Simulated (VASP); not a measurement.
# CsI (Pm-3m) in VASP: further runs

The runs below take CsI through relaxation of cell and atoms, with PBE+D3(BJ), LDA, r2SCAN+rVV10.

Program: VASP 6.6.1. These are calculated values, not measurements. Logs are shortened: lines on timing, memory, paths and dates and some standing lists are left out, and cuts for length are marked.

**1. The cell of the first run**

The structure is cubic, space group Pm-3m (No. 221). Conventional cell: a = 4.567 Å, b = 4.567 Å, c = 4.567 Å, α = 90.00°, β = 90.00°, γ = 90.00°. Cs (site symmetry m-3m) has 8 I at 3.95 Å and 6 Cs at 4.57 Å within 5.2 Å. Within 5.2 Å of I (site symmetry m-3m) lie 8 Cs at 3.95 Å and 6 I at 4.57 Å.

**2. Relaxation of cell and atoms, PBE+D3(BJ)**

Contents of INCAR:

```
ALGO     = Normal         # electronic algorithm
EDIFF    = 1E-7           # SCF threshold, eV
EDIFFG   = -0.01          # ionic threshold
ENCUT    = 500            # plane-wave cutoff, eV
GGA      = PE             # functional
GGA_COMPAT= False        
IBRION   = 2              # ionic algorithm
ISIF     = 3              # what is computed and relaxed
ISMEAR   = -1             # smearing method
IVDW     = 12             # dispersion correction
LASPH    = True           # aspherical terms in the spheres
LCHARG   = False          # write CHGCAR
LREAL    = False          # projectors in reciprocal space
LWAVE    = False          # write WAVECAR
NELM     = 120            # most SCF steps
NELMIN   = 4            
NSW      = 80             # ionic steps
PREC     = Accurate       # precision mode
SIGMA    = 0.05           # smearing width, eV
```

Contents of KPOINTS:

```
k-points
0
Gamma
  6 6 6
```

Contents of POSCAR:

```
CsI
1.0
    4.5667000000      0.0000000000      0.0000000000
    0.0000000000      4.5667000000      0.0000000000
    0.0000000000      0.0000000000      4.5667000000
Cs I
1 1
Direct
    0.0000000000      0.0000000000      0.0000000000
    0.5000000000      0.5000000000      0.5000000000
```

Potentials or basis: VASP PAW PBE potentials, release 64 (Cs_sv, I).

Launch:

```console
cat potpaw_PBE.64/Cs_sv/POTCAR potpaw_PBE.64/I/POTCAR > POTCAR
mpirun -np 1 vasp_std > vasp.out
```

OUTCAR:

```text
EDIFF = 1E-7
   EDIFFG = -0.01
   ENCUT = 500
   GGA = PE
   IBRION = 2
   ISIF = 3
   ISMEAR = -1
   IVDW = 12
   LASPH = True
   LREAL = False
   NELM = 120
   NELMIN = 4
   NSW = 80
   PREC = Accurate
 IVDW          = 12

 ion  position               nearest neighbor table
   1  0.000  0.000  0.000-
   2  0.500  0.500  0.500-

  LATTYP: Found a simple cubic cell.
 ALAT       =     4.5667000000

  Lattice vectors:

 A1 = (   4.5667000000,   0.0000000000,   0.0000000000)
 A2 = (   0.0000000000,   4.5667000000,   0.0000000000)
 A3 = (   0.0000000000,   0.0000000000,   4.5667000000)

Analysis of symmetry for initial positions (statically):
=====================================================================
 Subroutine PRICEL returns:
 Original cell was already a primitive cell.

 Routine SETGRP: Setting up the symmetry group for a
 simple cubic supercell.

 Subroutine GETGRP returns: Found 48 space group operations
 (whereof 48 operations were pure point group operations)
 out of a pool of 48 trial point group operations.

The static configuration has the point symmetry O_h .

Analysis of symmetry for dynamics (positions and initial velocities):
=====================================================================
 Subroutine PRICEL returns:
 Original cell was already a primitive cell.

 Routine SETGRP: Setting up the symmetry group for a
 simple cubic supercell.

 Subroutine GETGRP returns: Found 48 space group operations
 (whereof 48 operations were pure point group operations)
 out of a pool of 48 trial point group operations.

The dynamic configuration has the point symmetry O_h .

 Subroutine INISYM returns: Found 48 space group operations
 (whereof 48 operations are pure point group operations),
 and found     1 'primitive' translations

----------------------------------------------------------------------------------------

                                     Primitive cell

  volume of cell :      95.2374

  direct lattice vectors                    reciprocal lattice vectors
     4.566700000  0.000000000  0.000000000     0.218976504  0.000000000  0.000000000
     0.000000000  4.566700000  0.000000000     0.000000000  0.218976504  0.000000000
     0.000000000  0.000000000  4.566700000     0.000000000  0.000000000  0.218976504

  length of vectors
     4.566700000  4.566700000  4.566700000     0.218976504  0.218976504  0.218976504

  position of ions in fractional coordinates (direct lattice)
     0.000000000  0.000000000  0.000000000
     0.500000000  0.500000000  0.500000000

[... 83 lines left out ...]
   NUPDOWN=      -1.0000    fix difference up-down
   EMIN   =  10.00;   EMAX   =-10.00  energy-range for DOS
   EFERMI =   0.00;   METHOD = LEGACY
   ISMEAR =    -1;   SIGMA  =   0.05  broadening in eV -4-tet -1-fermi 0-gaus
   EFERMI_NEDOS =   21; number of points for ismear=-14 and -15
   IALGO  =     38    algorithm
   IMIX   =      4    mixing-type and parameters
     AMIX     =   0.40;   BMIX     =  1.00
     AMIX_MAG =   1.60;   BMIX_MAG =  1.00
  volume/ion in A,a.u.               =      47.62       321.35
  Fermi-wavevector in a.u.,A,eV,Ry     =   0.903328  1.707043 11.102385  0.816002
  Thomas-Fermi vector in A             =   2.026641
   LORBIT       =      0    0 simple, 1 ext, 2 COOP (PROOUT), +10 PAW based schemes
   GGA     = PE    functional components
   LHFCALC =     F    Hartree Fock is set to
   AEXX    =    0.0000 exact exchange contribution
   IVDW    =    12    specifies the selected vdW correction
   LEPSILON=     F    determine dielectric tensor
   LRPA    =     F    only Hartree local field effects (RPA)
 conjugate gradient relaxation of ions
 non-spin polarized calculation
  energy-cutoff  :      500.00
  volume of cell :       95.24
 maximum number of plane-waves:      2469
 NGX is ok and might be reduce to    36
   NGX = 17   NGY = 17   NGZ = 17

 number of electron      16.0000003 magnetization

 Free energy of the ion-electron system (eV)
  ---------------------------------------------------
  ext. energy  EPLUGINS =         0.00000000
  ---------------------------------------------------
  free energy    TOTEN  =        -5.42726225 eV

  energy without entropy =       -5.42726225  energy(sigma->0) =       -5.42726225

 E-fermi :   1.9027     XC(G=0):  -7.7684

 val. band max:        0.8134684428   @ k =   0.5000   0.5000   0.0000
 cond. band min:       4.6892881092   @ k =   0.0000   0.0000   0.0000
 fundamental gap:      3.8758196664
 Fermi energy:         1.9027157577

 k-point     1 :       0.0000    0.0000    0.0000
  band No.  band energies     occupation
      1     -19.5770      2.00000
      2      -9.8441      2.00000
      3      -6.2776      2.00000
      4      -6.2776      2.00000
      5      -6.2776      2.00000
      6       0.7247      2.00000
      7       0.7247      2.00000
      8       0.7247      2.00000
      9       4.6893      0.00000
     10       4.9940      0.00000
     11       4.9940      0.00000
     12       8.5743      0.00000
[... 271 lines left out ...]
 k-point    20 :       0.5000    0.5000    0.5000
  band No.  band energies     occupation
      1     -19.5091      2.00000
      2      -9.5696      2.00000
      3      -6.5289      2.00000
      4      -6.5289      2.00000
      5      -6.5289      2.00000
      6      -0.4954      2.00000
      7      -0.4954      2.00000
      8      -0.4954      2.00000
      9       7.9882      0.00000
     10       7.9882      0.00000
     11       7.9882      0.00000
     12       8.6733      0.00000

------------------------ aborting loop because EDIFF is reached ----------------------------------------

 Edisp (eV)   -0.48018

 E8    (eV) :    -0.2500

  FORCE on cell =-STRESS in cart. coord.  units (eV):
  Direction    XX          YY          ZZ          XY          YZ          ZX
  --------------------------------------------------------------------------------------
  -------------------------------------------------------------------------------------
  Total      -0.00596    -0.00596    -0.00596     0.00000     0.00000     0.00000
  in kB      -0.10018    -0.10018    -0.10018     0.00000     0.00000     0.00000
  external pressure =       -0.10 kB  Pullay stress =        0.00 kB

 VOLUME and BASIS-vectors are now :
 -----------------------------------------------------------------------------
  energy-cutoff  :      500.00
  volume of cell :       95.24
      direct lattice vectors                 reciprocal lattice vectors
     4.566700000  0.000000000  0.000000000     0.218976504  0.000000000  0.000000000
     0.000000000  4.566700000  0.000000000     0.000000000  0.218976504  0.000000000
     0.000000000  0.000000000  4.566700000     0.000000000  0.000000000  0.218976504

 POSITION                                       TOTAL-FORCE (eV/Angst)
 -----------------------------------------------------------------------------------
      0.00000      0.00000      0.00000         0.000000      0.000000      0.000000
      2.28335      2.28335      2.28335         0.000000      0.000000      0.000000
 -----------------------------------------------------------------------------------
    total drift:                               -0.000000      0.000000      0.000000

  FREE ENERGIE OF THE ION-ELECTRON SYSTEM (eV)
  ---------------------------------------------------
  free  energy   TOTEN  =        -5.9074454126 eV

  energy  without entropy=       -5.9074454126  energy(sigma->0) =       -5.90744541

 reached required accuracy - stopping structural energy minimisation
```

OSZICAR:

```text
N       E                     dE             d eps       ncg     rms          rms(c)
DAV:   1     0.909888631014E+02    0.90989E+02   -0.61134E+03   480   0.106E+03
DAV:   2     0.174660632557E+01   -0.89242E+02   -0.84289E+02   708   0.164E+02
DAV:   3    -0.546331488990E+01   -0.72099E+01   -0.71887E+01   612   0.531E+01
DAV:   4    -0.556545829107E+01   -0.10214E+00   -0.10213E+00   576   0.784E+00
DAV:   5    -0.556662064215E+01   -0.11624E-02   -0.11623E-02   636   0.882E-01    0.159E+00
DAV:   6    -0.544796864702E+01    0.11865E+00   -0.16138E-01   516   0.191E+00    0.122E+00
DAV:   7    -0.542343949909E+01    0.24529E-01   -0.13834E-01   552   0.183E+00    0.591E-01
DAV:   8    -0.542677410939E+01   -0.33346E-02   -0.94440E-03   524   0.636E-01    0.862E-02
DAV:   9    -0.542717274012E+01   -0.39863E-03   -0.88835E-04   568   0.205E-01    0.762E-02
DAV:  10    -0.542726373759E+01   -0.90997E-04   -0.13090E-04   540   0.796E-02    0.134E-02
DAV:  11    -0.542726182643E+01    0.19112E-05   -0.38734E-05   580   0.322E-02    0.544E-03
DAV:  12    -0.542726223479E+01   -0.40836E-06   -0.38011E-06   556   0.140E-02    0.237E-03
DAV:  13    -0.542726224637E+01   -0.11581E-07   -0.11513E-07   428   0.262E-03
   1 F= -.59074454E+01 E0= -.59074454E+01  d E =-.590745E+01
```

CONTCAR:

```text
CsI
   1.00000000000000
     4.5667000000000000    0.0000000000000000    0.0000000000000000
     0.0000000000000000    4.5667000000000000    0.0000000000000000
     0.0000000000000000    0.0000000000000000    4.5667000000000000
  Cs              I
     1     1
Direct
     0.0000000000000000    0.0000000000000000    0.0000000000000000
     0.5000000000000000    0.5000000000000000    0.5000000000000000

  0.00000000E+00  0.00000000E+00  0.00000000E+00
  0.00000000E+00  0.00000000E+00  0.00000000E+00
```

It took 33 s on 1 thread of Intel Xeon 8259CL, shared host; peak memory 0.22 GiB.

What came out:

| Property | Result |
| --- | --- |
| Free energy | -5.9074 eV |
| Pressure after relaxing | 0.0 GPa |
| Band gap on the k mesh | 3.88 eV (least direct gap 3.96 eV) |
| Dispersion energy per atom | -0.240 eV |

Final structure:
```
Cs I
1.0
     4.56670    0.00000    0.00000
     0.00000    4.56670    0.00000
     0.00000    0.00000    4.56670
Cs I
1 1
Direct
  0.00000 0.00000 0.00000
  0.50000 0.50000 0.50000
```

Levels at points of the mesh, in eV from the valence-band top:
```csv
k point,band 5,band 6,band 7,band 8,band 9,band 10,band 11,band 12
"(0.00, 0.00, 0.00)",-7.09,-0.09,-0.09,-0.09,3.88,4.18,4.18,7.76
"(0.50, 0.00, 0.00)",-7.03,-1.56,-0.24,-0.24,5.20,6.49,6.73,6.82
"(0.50, 0.50, 0.00)",-6.99,-0.86,-0.86,0.00,4.24,4.92,6.10,6.10
"(0.50, 0.50, 0.50)",-7.34,-1.31,-1.31,-1.31,7.17,7.17,7.17,7.86
```

Caveat: the relaxation stopped at its first step, so nothing moved; spin-orbit coupling is left out, which moves the levels of the heavy elements.

**3. Relaxation of cell and atoms, LDA**

Contents of INCAR:

```
SYSTEM = CsI
PREC     = Accurate       ! precision mode
ENCUT    = 500            ! plane-wave cutoff, eV
EDIFF    = 1E-7           ! SCF threshold, eV
ISMEAR   = -1             ! smearing method
SIGMA    = 0.05           ! smearing width, eV
LREAL    = .False.        ! projectors in reciprocal space
LASPH    = .True.         ! aspherical terms in the spheres
NELM     = 120            ! most SCF steps
ALGO     = Normal         ! electronic algorithm
ISIF     = 3              ! what is computed and relaxed
LWAVE    = .False.        ! write WAVECAR
LCHARG   = .False.        ! write CHGCAR
IBRION   = 2              ! ionic algorithm
NSW      = 80             ! ionic steps
EDIFFG   = -0.01          ! ionic threshold
GGA_COMPAT= .False.      
NELMIN   = 4
```

Contents of KPOINTS:

```
Automatic mesh
0
Gamma
  6 6 6
  0 0 0
```

POSCAR is that of step 2.

Potentials or basis: VASP PAW LDA potentials, release 64 (Cs_sv, I).

Launch:

```console
cat potpaw_LDA.64/Cs_sv/POTCAR potpaw_LDA.64/I/POTCAR > POTCAR
mpirun -np 1 vasp_std > vasp.out
```

It took 81 s on 1 thread of Intel Xeon 8259CL, shared host; peak memory 0.19 GiB.

It converged, with:

```yaml
Free_energy: -6.1879 eV
Relaxed_volume: 42.83 Å³/atom
Relaxed_cell: a = 4.408 Å, b = 4.408 Å, c = 4.408 Å, α = 90.00°, β = 90.00°, γ = 90.00°
Space_group_after_relaxing_to_0.1_Å: Pm-3m (No. 221)
Energy_gained_by_relaxing: 22.8 meV/atom
Ionic_steps: 4
Pressure_after_relaxing: 0.0 GPa
Band_gap_on_the_k_mesh: 3.78 eV (least direct gap 3.84 eV)
```

Step by step:
| step | energy change (eV) | largest force (eV/Å) | pressure (GPa) | volume (Å³) |
| --- | --- | --- | --- | --- |
| 1 | 0.0000 | 0.0000 | -1.37 | 95.24 |
| 2 | -0.0362 | 0.0000 | -0.70 | 89.75 |
| 3 | -0.0454 | 0.0000 | -0.08 | 86.13 |
| 4 | -0.0455 | 0.0000 | 0.00 | 85.66 |

Final structure:
```
CELL_PARAMETERS angstrom
4.40825 0.00000 0.00000
0.00000 4.40825 0.00000
0.00000 0.00000 4.40825
ATOMIC_POSITIONS crystal
Cs 0.00000 0.00000 0.00000
I 0.50000 0.50000 0.50000
```

Levels at points of the mesh, in eV from the valence-band top:
```csv
k point,band 6,band 7,band 8,band 9,band 10,band 11
"(0.00, 0.00, 0.00)",-0.06,-0.06,-0.06,3.78,3.78,3.93
"(0.50, 0.00, 0.00)",-1.90,-0.32,-0.32,4.90,6.59,6.73
"(0.50, 0.50, 0.00)",-0.94,-0.94,0.00,3.97,4.77,5.98
"(0.50, 0.50, 0.50)",-1.64,-1.64,-1.64,7.34,7.34,7.34
```

Caveat: spin-orbit coupling is left out, which moves the levels of the heavy elements. Zero-point motion and thermal expansion aren't in these numbers.

**4. Relaxation of cell and atoms, r2SCAN+rVV10**

POSCAR is that of step 3.

Contents of INCAR.step1:

```
ALGO     = Normal         # electronic algorithm
EDIFF    = 1E-5           # SCF threshold, eV
EDIFFG   = -0.005         # ionic threshold
ENCUT    = 550            # plane-wave cutoff, eV
GGA      = PE             # functional
GGA_COMPAT= False        
IBRION   = 2              # ionic algorithm
ISIF     = 3              # what is computed and relaxed
ISMEAR   = -1             # smearing method
LASPH    = True           # aspherical terms in the spheres
LCHARG   = False          # write CHGCAR
LREAL    = False          # projectors in reciprocal space
LWAVE    = True           # write WAVECAR
NELM     = 120            # most SCF steps
NELMIN   = 4            
NSW      = 100            # ionic steps
PREC     = Accurate       # precision mode
SIGMA    = 0.05           # smearing width, eV
```

Contents of INCAR.step2:

```
ALGO     = Normal         # electronic algorithm
BPARAM   = 11.95        
CPARAM   = 0.0093       
EDIFF    = 1E-7           # SCF threshold, eV
EDIFFG   = -0.01          # ionic threshold
ENCUT    = 550            # plane-wave cutoff, eV
GGA_COMPAT= False        
IBRION   = 2              # ionic algorithm
ISIF     = 3              # what is computed and relaxed
ISMEAR   = -1             # smearing method
ISTART   = 1            
IVDW_NL  = 2            
LASPH    = True           # aspherical terms in the spheres
LCHARG   = False          # write CHGCAR
LMIXTAU  = True         
LREAL    = False          # projectors in reciprocal space
LUSE_VDW = True         
LWAVE    = False          # write WAVECAR
METAGGA  = R2SCAN         # meta-GGA
NELM     = 120            # most SCF steps
NELMIN   = 4            
NSW      = 80             # ionic steps
PREC     = Accurate       # precision mode
SIGMA    = 0.05           # smearing width, eV
```

Contents of KPOINTS:

```
k-points
0
Gamma
  6 6 6
```

Potentials or basis: VASP PAW PBE potentials, release 64 (Cs_sv, I).

Launch:

```console
cat potpaw_PBE.64/Cs_sv/POTCAR potpaw_PBE.64/I/POTCAR > POTCAR
cp INCAR.step1 INCAR
mpirun -np 1 vasp_std > vasp.out
cp INCAR.step2 INCAR
mpirun -np 1 vasp_std > vasp.out
```

Wall time 16 min (1 thread of Intel Xeon 8259CL, shared host); peak memory 0.42 GiB.

Results (log left out):

| Quantity | Value |
| --- | --- |
| Free energy | -52.5077 eV |
| Relaxed volume | 47.05 Å³/atom |
| Relaxed cell | a = 4.549 Å, b = 4.549 Å, c = 4.549 Å, α = 90.00°, β = 90.00°, γ = 90.00° |
| Space group after relaxing (to 0.1 Å) | Pm-3m (No. 221) |
| Energy gained by relaxing | 0.3 meV/atom |
| Ionic steps | 3 |
| Pressure after relaxing | 0.0 GPa |
| Band gap on the k mesh | 4.52 eV (least direct gap 4.61 eV) |

The path:
```tsv
step	energy change (eV)	largest force (eV/Å)	pressure (GPa)	volume (Å³)
1	0.0000	0.0000	-0.17	95.24
2	-0.0005	0.0000	-0.07	94.55
3	-0.0006	0.0000	0.00	94.10
```

Final structure:
```
CELL_PARAMETERS angstrom
4.54852 0.00000 0.00000
0.00000 4.54852 0.00000
0.00000 0.00000 4.54852
ATOMIC_POSITIONS crystal
Cs 0.00000 0.00000 0.00000
I 0.50000 0.50000 0.50000
```

Levels at points of the mesh, in eV from the valence-band top:
| k point | band 4 | band 5 | band 6 | band 7 | band 8 | band 9 | band 10 | band 11 | band 12 |
| --- | --- | --- | --- | --- | --- | --- | --- | --- | --- |
| (0.00, 0.00, 0.00) | -7.25 | -7.25 | -0.09 | -0.09 | -0.09 | 4.52 | 4.52 | 4.56 | 8.41 |
| (0.50, 0.00, 0.00) | -7.18 | -7.18 | -1.60 | -0.25 | -0.25 | 5.58 | 7.13 | 7.28 | 7.34 |
| (0.50, 0.50, 0.00) | -7.64 | -7.14 | -0.89 | -0.89 | 0.00 | 4.68 | 5.47 | 6.64 | 6.64 |
| (0.50, 0.50, 0.50) | -7.51 | -7.51 | -1.36 | -1.36 | -1.36 | 7.72 | 7.72 | 7.72 | 8.56 |

Caveat: the PAW data sets were made with another functional, which shifts forces and pressure a little; spin-orbit coupling is left out, which moves the levels of the heavy elements. A k mesh can miss the band edges.

**5. Summary**

| level | potentials or basis | cutoff (eV) | gap on the mesh (eV) | pressure (GPa) | relaxed volume (Å³/atom) |
| --- | --- | --- | --- | --- | --- |
| PBE+D3(BJ) | VASP PAW PBE potentials, release 64 (Cs_sv, I) | 500 | 3.88 | 0.0 | - |
| LDA | VASP PAW LDA potentials, release 64 (Cs_sv, I) | 500 | 3.78 | 0.0 | 42.83 |
| r2SCAN+rVV10 | VASP PAW PBE potentials, release 64 (Cs_sv, I) | 550 | 4.52 | 0.0 | 47.05 |

Alike in all rows: task relaxation of cell and atoms; no spin polarisation; cell relaxed; k mesh 6 × 6 × 6; smearing fermi-dirac 0.05 eV.

Caveats: spin-orbit coupling is left out, which moves the levels of the heavy elements; the relaxation stopped at its first step, so nothing moved (at least some runs); the PAW data sets were made with another functional, which shifts forces and pressure a little (at least some runs).

Absolute energies hang on the potentials; compare differences alone.
